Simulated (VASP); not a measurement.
Write the native input for VASP 6.6.1 that does the following.

```yaml
Task: single point
Functional: PBEsol
Potentials_or_basis: VASP PAW PBE potentials, release 64 (Mg, O)
Cutoff: 520 eV
k_mesh: 8 × 5 × 1
Occupations: gaussian, width 0.1 eV
Spin: no spin polarisation
Dipole_correction: yes
Further_INCAR_settings: ALGO = Normal; EDIFF = 1e-06; NBANDS = 15
```

The structure of Mg4O lies in POSCAR:

```
Mg4O
1.0
    3.1881999939      0.0000000000      0.0000000000
    0.0000000000      5.1084658709      0.0000000000
    0.0000000000      0.0000000000     19.1358427726
Mg O
4 1
Direct
    0.0000000000      0.7500000000      0.2090318178
    0.5000000000      0.2500000000      0.2571276385
    0.5000000000      0.7500000000      0.3576109084
    0.0000000000      0.2500000000      0.3990335238
    0.1250000000      0.2500000000      0.4902747983
```

These files were run (other wordings do the same):

INCAR

```
  ALGO = Normal
  DIPOL = 0.5 0.5 0.343
  EDIFF = 1E-6
  ENCUT = 520
  GGA = PS
  IDIPOL = 3
  ISIF = 2
  ISMEAR = 0
  LASPH = True
  LCHARG = False
  LDIPOL = True
  LREAL = False
  LWAVE = False
  NBANDS = 15
  NELM = 60
  PREC = Accurate
  SIGMA = 0.1
```

KPOINTS

```
k-points
0
Gamma
  8 5 1
```

Potentials or basis: VASP PAW PBE potentials, release 64 (Mg, O).

Launch:

```sh
$ cat potpaw_PBE.64/Mg/POTCAR potpaw_PBE.64/O/POTCAR > POTCAR
$ mpirun -np 1 vasp_std > vasp.out
```

It gave:

```yaml
Largest_force: 0.829 eV/Å
Band_gap_on_the_k_mesh: zero (bands 7 and 8 overlap by 0.36 eV)
```

Caveat: the PAW data sets were made with another functional, which shifts forces and pressure a little.

It took 75 s on 1 thread of Intel(R) Xeon(R) 6975P-C (Granite Rapids), with other jobs on the host, peak memory 0.36 GiB.
